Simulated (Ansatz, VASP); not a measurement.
# La4AgSb8Au3 in VASP and in Ansatz

```xyz
16
Lattice="4.4014 -4.4014 0.0000 4.4014 4.4014 0.0000 0.0000 0.0000 10.4660" Properties=species:S:1:pos:R:3 pbc="T T T"
La    4.4140   -2.2007    2.6548
La    4.3889    2.2007    2.6548
La    2.2007    0.0125    7.8112
La    6.6021   -0.0125    7.8112
Au    0.0000    0.0000    0.0000
Au    4.4014    0.0000    0.0000
Au    2.2007    2.2007    0.0000
Ag    2.2007   -2.2007    0.0000
Sb    4.3997   -2.2007    8.6685
Sb    4.4032    2.2007    8.6685
Sb    2.2007   -0.0017    1.7975
Sb    6.6021    0.0017    1.7975
Sb    0.0000    0.0000    5.2330
Sb    4.4014    0.0000    5.2330
Sb    2.2007    2.2007    5.2330
Sb    2.2007   -2.2007    5.2330
```

Alike in both runs: task single point; functional PBEsol; k mesh 6 × 6 × 4; occupations gaussian, width 0.1 eV; no spin polarisation.

|  | VASP | Ansatz |
| --- | --- | --- |
| version | VASP 6.6.1 | Ansatz 0.2.0 |
| potentials or method | VASP PAW PBE potentials, release 64 (La, Au, Ag, Sb), cutoff 520 eV | scalar-relativistic, plane waves, PAW |
| valence electrons in the cell | 128 | 240 |

VASP gave:

| Item | Value |
| --- | --- |
| gap on the k mesh at the Fermi level (eV) | none |
| pressure (GPa) | -0.1 |

Q: Which values does Ansatz return?

A: gap on the k mesh at the Fermi level (eV): none; pressure (GPa): 0.0.

VASP's potentials were made for PBE, not for PBEsol. A gap of «none» marks a metal or a gap that the smearing closes. VASP's potentials hold 128 valence electrons a cell and Ansatz's 240, so a difference there can come from the potentials and not from the codes.

Neither program's run includes spin-orbit coupling.
